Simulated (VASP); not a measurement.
The system is CdSe.

```xyz
4
Lattice="4.1847 0.0000 0.0000 -2.0924 3.6241 0.0000 0.0000 0.0000 6.8336" Properties=species:S:1:pos:R:3 pbc="T T T"
Cd    0.0000    2.4160    0.0000
Cd    2.0924    1.2080    3.4168
Se    0.0000    2.4160    2.5626
Se    2.0924    1.2080    5.9794
```

* Program: VASP 6.6.1
* Task: relaxation of cell and atoms
* Functional: PBE
* Potentials or basis: VASP PAW PBE potentials, release 64 (Cd, Se)
* Cutoff: 600 eV
* k mesh: 6 × 6 × 4
* Occupations: fermi-dirac, width 0.02 eV
* Spin: no spin polarisation

At the start: pressure 8.9 GPa; volume 25.91 Å³/atom.

Where does the relaxation end?

Over 8 steps the energy falls by 97.5 meV/atom and the volume is 29.91 Å³/atom (+15.5 %); space group P6_3mc (No. 186, to 0.1 Å) before and after.

The path:
```csv
step,energy change (eV),largest force (eV/Å),pressure (GPa),volume (Å³)
1,0.0000,0.0096,8.94,103.64
2,-0.3360,0.0099,-2.27,126.88
3,-0.3900,0.0083,0.05,119.53
4,-0.3900,0.0083,-0.07,119.86
5,-0.3901,0.0067,0.01,119.66
6,-0.3901,0.0064,-0.01,119.66
7,-0.3901,0.0059,0.00,119.66
8,-0.3901,0.0037,0.00,119.66
```

Final structure:
```
Cd Se
1.0
     4.39021    0.00000    0.00000
    -2.19510    3.80203    0.00000
     0.00000    0.00000    7.16878
Cd Se
2 2
Direct
  0.33333 0.66667 0.99975
  0.66667 0.33333 0.49975
  0.33333 0.66667 0.37525
  0.66667 0.33333 0.87525
```

Caveat: the volume moved by over 15 % at a fixed basis, so the end points are rough.
